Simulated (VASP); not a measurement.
A run of VASP 6.6.1:

The input INCAR:

```
SYSTEM = Te
PREC     = Accurate       ! precision mode
ENCUT    = 520            ! plane-wave cutoff, eV
EDIFF    = 1E-7           ! SCF threshold, eV
ISMEAR   = -1             ! smearing method
SIGMA    = 0.08           ! smearing width, eV
LREAL    = .False.        ! projectors in reciprocal space
LASPH    = .True.         ! aspherical terms in the spheres
NELM     = 60             ! most SCF steps
ALGO     = Normal         ! electronic algorithm
ISIF     = 2              ! what is computed and relaxed
LWAVE    = .False.        ! write WAVECAR
LCHARG   = .True.         ! write CHGCAR
GGA      = PS             ! functional
LELF     = .True.         ! ELF
LVHAR    = .True.       
NBANDS   = 9              ! bands
```

File KPOINTS:

```
regular mesh
0
Gamma
  13 13 13
  0 0 0
```

The input POSCAR:

```
Te
1.0
    2.8997080864      0.0000000000      0.0000000000
    0.0000000000      2.8997080864      0.0000000000
    0.0000000000      0.0000000000      2.8997080864
Te
1
Direct
    0.0000000000      0.0000000000      0.0000000000
```

Potentials or basis: VASP PAW PBE potentials, release 64 (Te).

Launch:

```console
$ cat potpaw_PBE.64/Te/POTCAR > POTCAR
$ mpirun -np 1 vasp_std > vasp.out
```

Hardware: 1 thread of Intel(R) Xeon(R) 6975P-C (Granite Rapids), with other jobs on the host.

How long does it take, and how much memory?

It took 6.3 s on 1 thread of Intel(R) Xeon(R) 6975P-C (Granite Rapids), with other jobs on the host, peak memory 0.14 GiB. Counts: scf iterations 12, k points 84.
